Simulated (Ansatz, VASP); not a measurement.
Re: VASP beside Ansatz

File INCAR:

```
SYSTEM = Re
PREC = Accurate
ENCUT = 520
EDIFF = 1E-6
ISMEAR = -1
SIGMA = 0.1
LREAL = .False.
LASPH = .True.
NELM = 60
ALGO = Normal
ISIF = 2
LWAVE = .False.
LCHARG = .False.
GGA = PS
NBANDS = 14
```

File KPOINTS:

```
regular mesh
0
Gamma
  11 11 11
  0 0 0
```

The input POSCAR:

```
Re
1.0
    0.0000000000      2.8702146672      2.8702146672
    2.8702146672      0.0000000000      2.8702146672
    2.8702146672      2.8702146672      0.0000000000
Re
2
Direct
    0.1250000000      0.1250000000      0.1250000000
    0.8750000000      0.8750000000      0.8750000000
```

Input for Ansatz:

```yaml
crystal:
  lattice:
    - [0.0, 2.8702146672, 2.8702146672]
    - [2.8702146672, 0.0, 2.8702146672]
    - [2.8702146672, 2.8702146672, 0.0]
  atoms:
    - { symbol: Re, position: [0.125, 0.125, 0.125] }
    - { symbol: Re, position: [0.875, 0.875, 0.875] }
hamiltonian:
  xc: pbesol
  pseudopotentials:
    kind: paw
    azcp:
      Re: "pseudopotentials/Re.paw.azcp"
basis:
  ecutwfc: 420
  fft_grid_basis: typed
kpoints:
  mp_grid: { grid: [11, 11, 11], shift: [0, 0, 0] }
magnetization:
  spin_polarized: false
scf:
  occupations: { method: fermi_dirac, width: 0.1 }
  lower_state_search: "off"
output:
  stress: true
  write_density: true
  write_potential: true
  elf: true
  volumetric_format: npy
```

Alike in both runs: task single point; functional PBEsol; k mesh 11 × 11 × 11; occupations fermi-dirac, width 0.1 eV; no spin polarisation.

```csv
,VASP,Ansatz
version,VASP 6.6.1,Ansatz 0.2.0
potentials or method,"VASP PAW PBE potentials, release 64 (Re), cutoff 520 eV","plane waves (420 eV) with PAW, scalar-relativistic"
valence electrons in the cell,14,30
```

```tsv
	VASP	Ansatz	Ansatz less VASP
pressure (GPa)	-13.9	-12.6	+1.28
```

VASP's potentials were made for PBE, not for PBEsol, and Ansatz warns of the same on its side. VASP's potentials hold 14 valence electrons a cell and Ansatz's 30, so a difference there can come from the potentials and not from the codes.

Neither program's run includes spin-orbit coupling.
